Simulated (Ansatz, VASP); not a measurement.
**Mg5Se: VASP beside Ansatz**

INCAR

```
PREC = Accurate
ENCUT = 600
EDIFF = 1E-6
ISMEAR = 0
SIGMA = 0.1
LREAL = F
LASPH = T
NELM = 100
ALGO = Normal
ISIF = 3
LWAVE = F
LCHARG = F
GGA = PE
IBRION = 2
NSW = 100
EDIFFG = -0.01
```

File KPOINTS:

```
regular mesh
0
Gamma
  8 8 8
```

The input POSCAR:

```
Mg5Se
1.0
    0.0000000000      4.1204304716      4.1204304716
    4.1204304716      0.0000000000      4.1204304716
    4.1204304716      4.1204304716      0.0000000000
Mg Se
5 1
Direct
    0.6246960632      0.6246960632      0.6246960632
    0.1259118105      0.6246960632      0.6246960632
    0.6246960632      0.6246960632      0.1259118105
    0.6246960632      0.1259118105      0.6246960632
    0.2500000000      0.2500000000      0.2500000000
    0.0000000000      0.0000000000      0.0000000000
```

Input for Ansatz:

```yaml
crystal:
  lattice:
    - [0.0, 4.1204304716, 4.1204304716]
    - [4.1204304716, 0.0, 4.1204304716]
    - [4.1204304716, 4.1204304716, 0.0]
  atoms:
    - { symbol: Mg, position: [0.6246960632, 0.6246960632, 0.6246960632] }
    - { symbol: Mg, position: [0.1259118105, 0.6246960632, 0.6246960632] }
    - { symbol: Mg, position: [0.6246960632, 0.6246960632, 0.1259118105] }
    - { symbol: Mg, position: [0.6246960632, 0.1259118105, 0.6246960632] }
    - { symbol: Mg, position: [0.25, 0.25, 0.25] }
    - { symbol: Se, position: [0.0, 0.0, 0.0] }
basis:
  ecutwfc: 420
kpoints:
  mp_grid: { grid: [8, 8, 8] }
hamiltonian:
  xc: pbe
scf:
  occupations: { method: gaussian, width: 0.1 }
output:
  forces: true
  stress: true
  eigenvalues: true
relax:
  adjacent_minimum: "off"
  f_tol: 0.01
  max_steps: 80
  cell: { stress_tol: 0.05 }
```

Change from the starting cell: species swapped into the DyCu5 type (F-43m, No. 216).

Alike in both runs: task relaxation of cell and atoms; functional PBE; k mesh 8 × 8 × 8; occupations gaussian, width 0.1 eV; no spin polarisation.

|  | VASP | Ansatz |
| --- | --- | --- |
| version | VASP 6.6.1 | Ansatz 0.2.0 |
| potentials or method | VASP PAW PBE potentials, release 64 (Mg, Se), cutoff 600 eV | scalar-relativistic, plane waves, PAW |
| valence electrons in the cell | 16 | 66 |

```tsv
	VASP	Ansatz	Ansatz less VASP
gap on the k mesh at the Fermi level, each at its own relaxed structure (eV)	none	none	-
relaxed volume (Å³/atom)	23.43	23.53	+0.099
relaxed cell length with the largest relative difference (Å)	5.836	5.845	+0.0082
```

A gap of «none» marks a metal or a gap that the smearing closes. VASP's potentials hold 16 valence electrons a cell and Ansatz's 66, so a difference there can come from the potentials and not from the codes.
